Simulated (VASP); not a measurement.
# SiC2 (P-3m1) in VASP: further runs

The runs below take SiC2 through single point, relaxation of cell and atoms, with r2SCAN, PBE.

All numbers are computed with VASP 6.6.1; they aren't measurements. Logs are shortened: lines on timing, memory, paths and dates and some standing lists are left out, and cuts for length are marked.

## (1) The cell of the first run

Symmetry: P-3m1, No. 164, trigonal system. The conventional cell has a = 2.938 Å, b = 2.938 Å, c = 7.226 Å, α = 90.00°, β = 90.00°, γ = 120.00°. Within 2.1 Å of C (site symmetry 3m) lie 1 C at 1.61 Å and 3 Si at 1.82 Å. Within 2.4 Å of C (site symmetry 3m) lie 3 C at 1.77 Å and 1 Si at 1.89 Å. Within 2.4 Å of Si (site symmetry 3m) lie 4 C at 1.82 to 1.89 Å.

## (2) Single point, r2SCAN

Input file POSCAR:

```
SiC2
1.0
    2.9375683921      0.0000000000      0.0000000000
   -1.4687841961      2.5440088529      0.0000000000
    0.0000000000      0.0000000000      7.2261035319
C Si
4 2
Direct
    0.0000000000      0.0000000000      0.8886544379
    0.6666666667      0.3333333333      0.5352853117
    0.3333333333      0.6666666667      0.4647146883
    0.0000000000      0.0000000000      0.1113455621
    0.3333333333      0.6666666667      0.2036870810
    0.6666666667      0.3333333333      0.7963129190
```

Input file INCAR.step1:

```
PREC     = Accurate       # precision mode
ENCUT    = 520            # plane-wave cutoff, eV
ISMEAR   = -1             # smearing method
SIGMA    = 0.02           # smearing width, eV
LREAL    = False          # projectors in reciprocal space
LASPH    = True           # aspherical terms in the spheres
NELM     = 80             # most SCF steps
NBANDS   = 21             # bands
GGA      = PE             # functional
ALGO     = Normal         # electronic algorithm
EDIFF    = 1E-4           # SCF threshold, eV
LWAVE    = True           # write WAVECAR
LCHARG   = False          # write CHGCAR
```

Input file INCAR.step2:

```
PREC     = Accurate       # precision mode
ENCUT    = 520            # plane-wave cutoff, eV
EDIFF    = 1E-6           # SCF threshold, eV
ISMEAR   = -1             # smearing method
SIGMA    = 0.02           # smearing width, eV
LREAL    = False          # projectors in reciprocal space
LASPH    = True           # aspherical terms in the spheres
NELM     = 80             # most SCF steps
ALGO     = Normal         # electronic algorithm
ISIF     = 2              # what is computed and relaxed
LWAVE    = False          # write WAVECAR
LCHARG   = True           # write CHGCAR
METAGGA  = R2SCAN         # meta-GGA
LMIXTAU  = True         
LELF     = True           # ELF
LVHAR    = True         
NBANDS   = 21             # bands
ISTART   = 1
```

Input file KPOINTS:

```
Automatic mesh
0
Gamma
  12 12 4
```

Potentials or basis: VASP PAW PBE potentials, release 64 (C, Si).

Launch:

```bash
> cat potpaw_PBE.64/C/POTCAR potpaw_PBE.64/Si/POTCAR > POTCAR
> cp INCAR.step1 INCAR
> mpirun -np 1 vasp_std > vasp.out
> cp INCAR.step2 INCAR
> mpirun -np 1 vasp_std > vasp.out
```

OUTCAR:

```text
PREC = Accurate
   ENCUT = 520
   EDIFF = 1E-6
   ISMEAR = -1
   LREAL = False
   LASPH = True
   NELM = 80
   ISIF = 2
   METAGGA = R2SCAN
   ISTART = 1

 ion  position               nearest neighbor table
   1  0.000  0.000  0.889-   4 1.61   6 1.82   6 1.82   6 1.82
   2  0.667  0.333  0.535-   3 1.77   3 1.77   3 1.77   6 1.89
   3  0.333  0.667  0.465-   2 1.77   2 1.77   2 1.77   5 1.89
   4  0.000  0.000  0.111-   1 1.61   5 1.82   5 1.82   5 1.82
   5  0.333  0.667  0.204-   4 1.82   4 1.82   4 1.82   3 1.89
   6  0.667  0.333  0.796-   1 1.82   1 1.82   1 1.82   2 1.89

  LATTYP: Found a hexagonal cell.
 ALAT       =     2.9375683921
 C/A-ratio  =     2.4598928663

  Lattice vectors:

 A1 = (   2.9375683921,   0.0000000000,   0.0000000000)
 A2 = (  -1.4687841961,   2.5440088529,   0.0000000000)
 A3 = (   0.0000000000,   0.0000000000,   7.2261035319)

Analysis of symmetry for initial positions (statically):
=====================================================================
 Subroutine PRICEL returns:
 Original cell was already a primitive cell.

 Routine SETGRP: Setting up the symmetry group for a
 hexagonal supercell.

 Subroutine GETGRP returns: Found 12 space group operations
 (whereof 12 operations were pure point group operations)
 out of a pool of 24 trial point group operations.

The static configuration has the point symmetry D_3d.

Analysis of symmetry for dynamics (positions and initial velocities):
=====================================================================
 Subroutine PRICEL returns:
 Original cell was already a primitive cell.

 Routine SETGRP: Setting up the symmetry group for a
 hexagonal supercell.

 Subroutine GETGRP returns: Found 12 space group operations
 (whereof 12 operations were pure point group operations)
 out of a pool of 24 trial point group operations.

The dynamic configuration has the point symmetry D_3d.

 Subroutine INISYM returns: Found 12 space group operations
 (whereof 12 operations are pure point group operations),
 and found     1 'primitive' translations

----------------------------------------------------------------------------------------

                                     Primitive cell

  volume of cell :      54.0021

  direct lattice vectors                    reciprocal lattice vectors
     2.937568392  0.000000000  0.000000000     0.340417606  0.196540197  0.000000000
    -1.468784196  2.544008853  0.000000000     0.000000000  0.393080393  0.000000000
[... 96 lines left out ...]
   NSW    =      0    number of steps for IOM
   IBRION =     -1    ionic relax: 0-MD 1-quasi-New 2-CG
   NFREE  =      0    steps in history (QN), initial steepest desc. (CG)
   ISIF   =      2    stress and relaxation
   ISYM   =      2    0-nonsym 1-usesym 2-fastsym
   POTIM  = 0.5000    time-step for ionic-motion
   TEBEG  =    0.0;   TEEND  =   0.0 temperature during run
   PSTRESS=    0.0 pullay stress
   NELECT =      24.0000    total number of electrons
   NUPDOWN=      -1.0000    fix difference up-down
   EMIN   =  10.00;   EMAX   =-10.00  energy-range for DOS
   EFERMI =   0.00;   METHOD = LEGACY
   ISMEAR =    -1;   SIGMA  =   0.02  broadening in eV -4-tet -1-fermi 0-gaus
   EFERMI_NEDOS =   21; number of points for ismear=-14 and -15
   IALGO  =     38    algorithm
   IMIX   =      4    mixing-type and parameters
     AMIX     =   0.40;   BMIX     =  1.00
     AMIX_MAG =   1.60;   BMIX_MAG =  1.00
  volume/ion in A,a.u.               =       9.00        60.74
  Fermi-wavevector in a.u.,A,eV,Ry     =   1.249324  2.360879 21.236106  1.560810
  Thomas-Fermi vector in A             =   2.383370
   LORBIT       =      0    0 simple, 1 ext, 2 COOP (PROOUT), +10 PAW based schemes
   METAGGA = R2SCAN    functional components
   LHFCALC =     F    Hartree Fock is set to
   AEXX    =    0.0000 exact exchange contribution
   IVDW    =     0    specifies the selected vdW correction
   LEPSILON=     F    determine dielectric tensor
   LRPA    =     F    only Hartree local field effects (RPA)
 non-spin polarized calculation
  energy-cutoff  :      520.00
  volume of cell :       54.00
 maximum number of plane-waves:      1515
 NGX is ok and might be reduce to    24
   NGX = 11   NGY = 11   NGZ = 27

 number of electron      24.0000002 magnetization

 Free energy of the ion-electron system (eV)
  ---------------------------------------------------
  ext. energy  EPLUGINS =         0.00000000
  ---------------------------------------------------
  free energy    TOTEN  =       -54.98669059 eV

  energy without entropy =      -54.98669059  energy(sigma->0) =      -54.98669059

 E-fermi :   9.5935     XC(G=0): -12.3457

 val. band max:        9.1489709672   @ k =   0.0000   0.0000   0.0000
 cond. band min:      11.0164859531   @ k =   0.0000   0.3333   0.2500
 fundamental gap:      1.8675149860
 Fermi energy:         9.5934558873

 k-point     1 :       0.0000    0.0000    0.0000
  band No.  band energies     occupation
      1      -9.5943      2.00000
      2      -7.9876      2.00000
      3      -6.2302      2.00000
      4       0.2936      2.00000
      5       0.9954      2.00000
      6       6.2827      2.00000
[... 565 lines left out ...]
     20      17.8837      0.00000
     21      18.1111      0.00000

 [... further k-points ...]

------------------------ aborting loop because EDIFF is reached ----------------------------------------

  FORCE on cell =-STRESS in cart. coord.  units (eV):
  Direction    XX          YY          ZZ          XY          YZ          ZX
  --------------------------------------------------------------------------------------
  -------------------------------------------------------------------------------------
  Total       -0.0305677     -0.0305677     -0.0858310      0.0000000      0.0000000     -0.0000000
  in kB       -0.9069053     -0.9069053     -2.5465023      0.0000000      0.0000000     -0.0000000
  external PRESSURE =      -1.4534376 kB  Pullay stress =       0.0000000 kB

 VOLUME and BASIS-vectors are now :
 -----------------------------------------------------------------------------
  energy-cutoff  :      520.00
  volume of cell :       54.00
      direct lattice vectors                 reciprocal lattice vectors
     2.937568392  0.000000000  0.000000000     0.340417606  0.196540197  0.000000000
    -1.468784196  2.544008853  0.000000000     0.000000000  0.393080393  0.000000000
     0.000000000  0.000000000  7.226103532     0.000000000  0.000000000  0.138387168

 POSITION                                       TOTAL-FORCE (eV/Angst)
 -----------------------------------------------------------------------------------
      0.00000      0.00000      6.42151        -0.000000     -0.000000     -0.038204
      1.46878      0.84800      3.86803         0.000000     -0.000000      0.021694
     -0.00000      1.69601      3.35808         0.000000      0.000000     -0.021694
      0.00000      0.00000      0.80459        -0.000000      0.000000      0.038204
     -0.00000      1.69601      1.47186        -0.000000      0.000000     -0.012315
      1.46878      0.84800      5.75424         0.000000     -0.000000      0.012315
 -----------------------------------------------------------------------------------
    total drift:                               -0.000000     -0.000000      0.000000

  FREE ENERGIE OF THE ION-ELECTRON SYSTEM (eV)
  ---------------------------------------------------
  free  energy   TOTEN  =       -54.9866905862 eV

  energy  without entropy=      -54.9866905862  energy(sigma->0) =      -54.98669059
```

OUTCAR.step1:

```text
PREC = Accurate
   ENCUT = 520
   ISMEAR = -1
   LREAL = False
   LASPH = True
   NELM = 80
[... 812 lines left out ...]
      0.00000      0.00000      0.80459         0.000000     -0.000000     -0.302015
     -0.00000      1.69601      1.47186        -0.000000     -0.000000      0.123990
      1.46878      0.84800      5.75424         0.000000      0.000000     -0.123990
 -----------------------------------------------------------------------------------
    total drift:                               -0.000000     -0.000000      0.000000

  FREE ENERGIE OF THE ION-ELECTRON SYSTEM (eV)
  ---------------------------------------------------
  free  energy   TOTEN  =       -45.0952284793 eV

  energy  without entropy=      -45.0952284793  energy(sigma->0) =      -45.09522848
```

OSZICAR.step1:

```text
N       E                     dE             d eps       ncg     rms          rms(c)
DAV:   1     0.441843131432E+02    0.44184E+02   -0.11408E+04  2898   0.104E+03
DAV:   2    -0.446031777483E+02   -0.88787E+02   -0.84075E+02  3700   0.182E+02
DAV:   3    -0.488080935379E+02   -0.42049E+01   -0.41759E+01  3792   0.357E+01
DAV:   4    -0.488447873928E+02   -0.36694E-01   -0.36662E-01  3895   0.382E+00
DAV:   5    -0.488450870847E+02   -0.29969E-03   -0.29965E-03  3824   0.336E-01    0.136E+01
DAV:   6    -0.453740504969E+02    0.34710E+01   -0.63979E+00  3383   0.151E+01    0.666E+00
DAV:   7    -0.451277566848E+02    0.24629E+00   -0.21090E+00  3774   0.799E+00    0.284E+00
DAV:   8    -0.450965602982E+02    0.31196E-01   -0.15562E-01  3488   0.240E+00    0.731E-01
DAV:   9    -0.450948696291E+02    0.16907E-02   -0.34096E-02  3855   0.129E+00    0.166E-01
DAV:  10    -0.450951067846E+02   -0.23716E-03   -0.34521E-03  3670   0.367E-01    0.717E-02
DAV:  11    -0.450952323439E+02   -0.12556E-03   -0.33024E-04  3708   0.109E-01    0.364E-02
DAV:  12    -0.450952284793E+02    0.38646E-05   -0.72508E-05  2132   0.461E-02
   1 F= -.45095228E+02 E0= -.45095228E+02  d E =-.701400E-11
```

Run time: 1.8 min. Hardware: 1 thread of Intel Xeon 6975P-C (Granite Rapids), shared host; peak memory 0.21 GiB.

Results:

```yaml
Free_energy: -54.9867 eV
Pressure: -0.1 GPa
Largest_force: 0.038 eV/Å
Band_gap_on_the_k_mesh: 1.87 eV (least direct gap 2.28 eV)
```

Forces in eV/Å, atoms in the order of the input:
```
C    0.000  0.000 -0.038
C    0.000  0.000  0.022
C    0.000  0.000 -0.022
C    0.000  0.000  0.038
Si   0.000  0.000 -0.012
Si   0.000  0.000  0.012
```

Stress tensor (GPa, compression positive):
```
-0.09  0.00  0.00
 0.00 -0.09  0.00
 0.00  0.00 -0.25
```

Caveat: the PAW data sets were made with another functional, which shifts forces and pressure a little. A k mesh can miss the band edges.

## (3) Single point, r2SCAN

POSCAR is that of step 2.

Input file INCAR.step1:

```
ALGO = Normal
EDIFF = 1E-4
ENCUT = 520
GGA = PE
ISMEAR = 0
LASPH = T
LCHARG = F
LREAL = F
LWAVE = T
NBANDS = 21
NELM = 100
PREC = Accurate
SIGMA = 0.01
```

Input file INCAR.step2:

```
ALGO = Normal
EDIFF = 1E-7
ENCUT = 520
ISIF = 2
ISMEAR = 0
ISTART = 1
LASPH = T
LCHARG = T
LELF = T
LMIXTAU = T
LREAL = F
LVHAR = T
LWAVE = F
METAGGA = R2SCAN
NBANDS = 21
NELM = 100
PREC = Accurate
SIGMA = 0.01
```

Input file KPOINTS:

```
k-points
0
Gamma
  12 12 4
```

Potentials or basis: VASP PAW PBE potentials, release 64 (C, Si).

Launch:

```bash
> cat potpaw_PBE.64/C/POTCAR potpaw_PBE.64/Si/POTCAR > POTCAR
> cp INCAR.step1 INCAR
> mpirun -np 1 vasp_std > vasp.out
> cp INCAR.step2 INCAR
> mpirun -np 1 vasp_std > vasp.out
```

OUTCAR:

```text
EDIFF = 1E-7
   ENCUT = 520
   ISIF = 2
   ISMEAR = 0
   ISTART = 1
   LASPH = T
   LREAL = F
   METAGGA = R2SCAN
   NELM = 100
   PREC = Accurate

 ion  position               nearest neighbor table
   1  0.000  0.000  0.889-   4 1.61   6 1.82   6 1.82   6 1.82
   2  0.667  0.333  0.535-   3 1.77   3 1.77   3 1.77   6 1.89
   3  0.333  0.667  0.465-   2 1.77   2 1.77   2 1.77   5 1.89
   4  0.000  0.000  0.111-   1 1.61   5 1.82   5 1.82   5 1.82
   5  0.333  0.667  0.204-   4 1.82   4 1.82   4 1.82   3 1.89
   6  0.667  0.333  0.796-   1 1.82   1 1.82   1 1.82   2 1.89

  LATTYP: Found a hexagonal cell.
 ALAT       =     2.9375683921
 C/A-ratio  =     2.4598928663

  Lattice vectors:

 A1 = (   2.9375683921,   0.0000000000,   0.0000000000)
 A2 = (  -1.4687841961,   2.5440088529,   0.0000000000)
 A3 = (   0.0000000000,   0.0000000000,   7.2261035319)

Analysis of symmetry for initial positions (statically):
=====================================================================
 Subroutine PRICEL returns:
 Original cell was already a primitive cell.

 Routine SETGRP: Setting up the symmetry group for a
 hexagonal supercell.

 Subroutine GETGRP returns: Found 12 space group operations
 (whereof 12 operations were pure point group operations)
 out of a pool of 24 trial point group operations.

The static configuration has the point symmetry D_3d.

Analysis of symmetry for dynamics (positions and initial velocities):
=====================================================================
 Subroutine PRICEL returns:
 Original cell was already a primitive cell.

 Routine SETGRP: Setting up the symmetry group for a
 hexagonal supercell.

 Subroutine GETGRP returns: Found 12 space group operations
 (whereof 12 operations were pure point group operations)
 out of a pool of 24 trial point group operations.

The dynamic configuration has the point symmetry D_3d.

 Subroutine INISYM returns: Found 12 space group operations
 (whereof 12 operations are pure point group operations),
[... 127 lines left out ...]
  Thomas-Fermi vector in A             =   2.383370
   LORBIT       =      0    0 simple, 1 ext, 2 COOP (PROOUT), +10 PAW based schemes
   METAGGA = R2SCAN    functional components
   LHFCALC =     F    Hartree Fock is set to
   AEXX    =    0.0000 exact exchange contribution
   IVDW    =     0    specifies the selected vdW correction
   LEPSILON=     F    determine dielectric tensor
   LRPA    =     F    only Hartree local field effects (RPA)
 non-spin polarized calculation
 Gauss-broadening in eV      SIGMA  =   0.01
  energy-cutoff  :      520.00
  volume of cell :       54.00
 maximum number of plane-waves:      1515
 NGX is ok and might be reduce to    24
   NGX = 11   NGY = 11   NGZ = 27

 number of electron      24.0000002 magnetization

 Free energy of the ion-electron system (eV)
  ---------------------------------------------------
  ext. energy  EPLUGINS =         0.00000000
  ---------------------------------------------------
  free energy    TOTEN  =       -54.98669072 eV

  energy without entropy =      -54.98669072  energy(sigma->0) =      -54.98669072

 E-fermi :   9.2698     XC(G=0): -12.3457

 val. band max:        9.1489664332   @ k =   0.0000   0.0000   0.0000
 cond. band min:      11.0164867453   @ k =   0.0000   0.3333   0.2500
 fundamental gap:      1.8675203121
 Fermi energy:         9.2698163176

 k-point     1 :       0.0000    0.0000    0.0000
  band No.  band energies     occupation
      1      -9.5943      2.00000
      2      -7.9876      2.00000
      3      -6.2302      2.00000
      4       0.2936      2.00000
      5       0.9954      2.00000
      6       6.2827      2.00000
[... 565 lines left out ...]
     20      17.8837      0.00000
     21      18.1111      0.00000

 [... further k-points ...]

------------------------ aborting loop because EDIFF is reached ----------------------------------------

  FORCE on cell =-STRESS in cart. coord.  units (eV):
  Direction    XX          YY          ZZ          XY          YZ          ZX
  --------------------------------------------------------------------------------------
  -------------------------------------------------------------------------------------
  Total       -0.0304667     -0.0304667     -0.0857502      0.0000000      0.0000000      0.0000000
  in kB       -0.9039097     -0.9039097     -2.5441059      0.0000000      0.0000000      0.0000000
  external PRESSURE =      -1.4506417 kB  Pullay stress =       0.0000000 kB

 VOLUME and BASIS-vectors are now :
 -----------------------------------------------------------------------------
  energy-cutoff  :      520.00
  volume of cell :       54.00
      direct lattice vectors                 reciprocal lattice vectors
     2.937568392  0.000000000  0.000000000     0.340417606  0.196540197  0.000000000
    -1.468784196  2.544008853  0.000000000     0.000000000  0.393080393  0.000000000
     0.000000000  0.000000000  7.226103532     0.000000000  0.000000000  0.138387168

 POSITION                                       TOTAL-FORCE (eV/Angst)
 -----------------------------------------------------------------------------------
      0.00000      0.00000      6.42151        -0.000000      0.000000     -0.038193
      1.46878      0.84800      3.86803         0.000000     -0.000000      0.021693
     -0.00000      1.69601      3.35808        -0.000000      0.000000     -0.021693
      0.00000      0.00000      0.80459        -0.000000     -0.000000      0.038193
     -0.00000      1.69601      1.47186        -0.000000     -0.000000     -0.012318
      1.46878      0.84800      5.75424         0.000000      0.000000      0.012318
 -----------------------------------------------------------------------------------
    total drift:                               -0.000000     -0.000000      0.000000

  FREE ENERGIE OF THE ION-ELECTRON SYSTEM (eV)
  ---------------------------------------------------
  free  energy   TOTEN  =       -54.9866907223 eV

  energy  without entropy=      -54.9866907223  energy(sigma->0) =      -54.98669072
```

OSZICAR.step1:

```text
N       E                     dE             d eps       ncg     rms          rms(c)
DAV:   1     0.441847839916E+02    0.44185E+02   -0.11408E+04  2898   0.104E+03
DAV:   2    -0.446031777476E+02   -0.88788E+02   -0.84086E+02  3700   0.182E+02
DAV:   3    -0.488080935379E+02   -0.42049E+01   -0.41759E+01  3792   0.357E+01
DAV:   4    -0.488447873928E+02   -0.36694E-01   -0.36662E-01  3895   0.382E+00
DAV:   5    -0.488450870846E+02   -0.29969E-03   -0.29965E-03  3824   0.336E-01    0.136E+01
DAV:   6    -0.453740504969E+02    0.34710E+01   -0.63979E+00  3383   0.151E+01    0.666E+00
DAV:   7    -0.451277566845E+02    0.24629E+00   -0.21090E+00  3774   0.799E+00    0.284E+00
DAV:   8    -0.450965602979E+02    0.31196E-01   -0.15562E-01  3488   0.240E+00    0.731E-01
DAV:   9    -0.450948696288E+02    0.16907E-02   -0.34096E-02  3855   0.129E+00    0.166E-01
DAV:  10    -0.450951067844E+02   -0.23716E-03   -0.34521E-03  3670   0.367E-01    0.717E-02
DAV:  11    -0.450952323438E+02   -0.12556E-03   -0.33024E-04  3708   0.109E-01    0.364E-02
DAV:  12    -0.450952284791E+02    0.38647E-05   -0.72508E-05  2132   0.461E-02
   1 F= -.45095228E+02 E0= -.45095228E+02  d E =-.142549E-46
```

Run time: 1.9 min. Hardware: 1 thread of Intel Xeon 6975P-C (Granite Rapids), shared host; peak memory 0.21 GiB.

Results:

```yaml
Free_energy: -54.9867 eV
Pressure: -0.1 GPa
Largest_force: 0.038 eV/Å
Band_gap_on_the_k_mesh: 1.87 eV (least direct gap 2.28 eV)
```

Forces on the atoms (eV/Å):
```
C    0.000  0.000 -0.038
C    0.000  0.000  0.022
C    0.000  0.000 -0.022
C    0.000  0.000  0.038
Si   0.000  0.000 -0.012
Si   0.000  0.000  0.012
```

Levels at points of the mesh, in eV from the valence-band top:
```tsv
k point	band 10	band 11	band 12	band 13	band 14	band 15
(0.00, 0.00, 0.00)	-0.64	0.00	0.00	2.28	3.97	3.97
(0.50, 0.00, 0.00)	-4.32	-4.12	-2.01	1.95	2.27	3.50
(0.00, 0.00, 0.50)	-2.47	-0.08	-0.08	2.40	4.10	4.10
(0.50, 0.00, 0.50)	-4.65	-2.83	-1.75	2.26	2.91	3.90
```

Caveat: the PAW data sets were made with another functional, which shifts forces and pressure a little. A k mesh can miss the band edges.

(Part 1 of 2 ends here.)
